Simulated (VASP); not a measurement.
Set up this calculation in VASP 6.6.1, as the native input.

- Task: single point
- Functional: PBE
- Potentials or basis: VASP PAW PBE potentials, release 64 (Mg, B)
- Cutoff: 600 eV
- k mesh: 8 × 8 × 6
- Occupations: gaussian, width 0.15 eV
- Spin: no spin polarisation
- Dipole correction: no
- Further INCAR settings: ALGO = Normal; EDIFF = 1e-06; NBANDS = 11

The structure of MgB2 lies in POSCAR:

```
MgB2
1.0
    3.0850000000      0.0000000000      0.0000000000
   -1.5425000000      2.6716883700      0.0000000000
    0.0000000000      0.0000000000      3.5230000000
Mg B
1 2
Direct
    0.0000000000      0.0000000000      0.0000000000
    0.3333333300      0.6666666700      0.5000000000
    0.6666666700      0.3333333300      0.5000000000
```

One way to write it, as run:

INCAR

```
SYSTEM = MgB2
PREC     = Accurate       ! precision mode
ENCUT    = 600            ! plane-wave cutoff, eV
EDIFF    = 1E-6           ! SCF threshold, eV
ISMEAR   = 0              ! smearing method
SIGMA    = 0.15           ! smearing width, eV
LREAL    = .False.        ! projectors in reciprocal space
LASPH    = .True.         ! aspherical terms in the spheres
NELM     = 120            ! most SCF steps
ALGO     = Normal         ! electronic algorithm
ISIF     = 2              ! what is computed and relaxed
LWAVE    = .False.        ! write WAVECAR
LCHARG   = .False.        ! write CHGCAR
GGA      = PE             ! functional
NBANDS   = 11             ! bands
GGA_COMPAT= .False.
```

KPOINTS

```
Automatic mesh
0
Gamma
  8 8 6
  0 0 0
```

Potentials or basis: VASP PAW PBE potentials, release 64 (Mg, B).

Command:

```sh
$ cat potpaw_PBE.64/Mg/POTCAR potpaw_PBE.64/B/POTCAR > POTCAR
$ mpirun -np 1 vasp_std > vasp.out
```

It gave:

```
Pressure               : -1.2 GPa
Band gap on the k mesh : zero (band 4 reaches 6.37 eV, above the bottom of band 5 at 3.82 eV)
```

Run time: 16 s on 1 thread of Intel(R) Xeon(R) Platinum 8259CL CPU @ 2.50GHz (Skylake/Cascade Lake), with other jobs on the host, peak memory 0.16 GiB.
